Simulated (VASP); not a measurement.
A run of VASP 6.6.1 is set up as follows.

The input INCAR:

```
PREC = Accurate
ENCUT = 520
EDIFF = 1E-6
ISMEAR = 0
SIGMA = 0.1
LREAL = False
LASPH = True
NELM = 60
ALGO = Fast
ISIF = 2
LWAVE = False
LCHARG = True
GGA = PE
LELF = True
LVHAR = True
NBANDS = 18
```

KPOINTS

```
Automatic mesh
0
Gamma
  6 6 6
```

POSCAR

```
Be
1.0
    0.0000000000      3.1581247075      3.1581247075
    3.1581247075      0.0000000000      3.1581247075
    3.1581247075      3.1581247075      0.0000000000
Be
8
Direct
    0.0000000000      0.0000000000      0.0000000000
    0.0000000000      0.0000000000      0.5000000000
    0.0000000000      0.5000000000      1.0000000000
    0.0000000000      0.5000000000      0.5000000000
    0.5000000000      0.0000000000      1.0000000000
    0.5000000000      0.0000000000      0.5000000000
    0.5000000000      0.5000000000      1.0000000000
    0.5000000000      0.5000000000      0.5000000000
```

Potentials or basis: VASP PAW PBE potentials, release 64 (Be).

Run with:

```bash
$ cat potpaw_PBE.64/Be/POTCAR > POTCAR
$ mpirun -np 1 vasp_std > vasp.out
```

Problem. What does it give for the pressure?

Solution. 0.3 GPa.

Problem. Estimate the band gap on the k mesh.

Solution. Zero (band 8 reaches 8.52 eV, above the bottom of band 9 at 7.57 eV).
